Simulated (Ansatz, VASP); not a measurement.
## TiAl3: VASP beside Ansatz

```
CELL_PARAMETERS angstrom
3.95567 0.00000 0.00000
0.00000 3.95567 0.00000
0.00000 0.00000 3.79744
ATOMIC_POSITIONS crystal
Ti 0.00000 0.00000 0.00000
Al 0.00000 0.50000 0.50000
Al 0.50000 0.00000 0.50000
Al 0.50000 0.50000 0.00000
```

Alike in both runs: task single point; functional PBEsol; k mesh 6 × 6 × 6; occupations fermi-dirac, width 0.05 eV; no spin polarisation.

```csv
,VASP,Ansatz
version,VASP 6.6.1,Ansatz 0.2.0
potentials or method,"VASP PAW PBE potentials, release 64 (Ti_sv, Al)",Ansatz PAW
plane-wave cutoff (eV),520,420
valence electrons in the cell,21,21
```

```csv
,VASP,Ansatz,Ansatz less VASP
gap on the k mesh at the Fermi level (eV),none,none,-
pressure (GPa),4.5,4.4,-0.10
"traceless stress, the component that is largest in VASP (GPa)",4.29,4.29,-0.005
```

VASP's potentials were made for PBE, not for PBEsol. A gap of «none» marks a metal or a gap that the smearing closes. With one functional, cell and mesh, what is left measures potentials, basis and numerics.
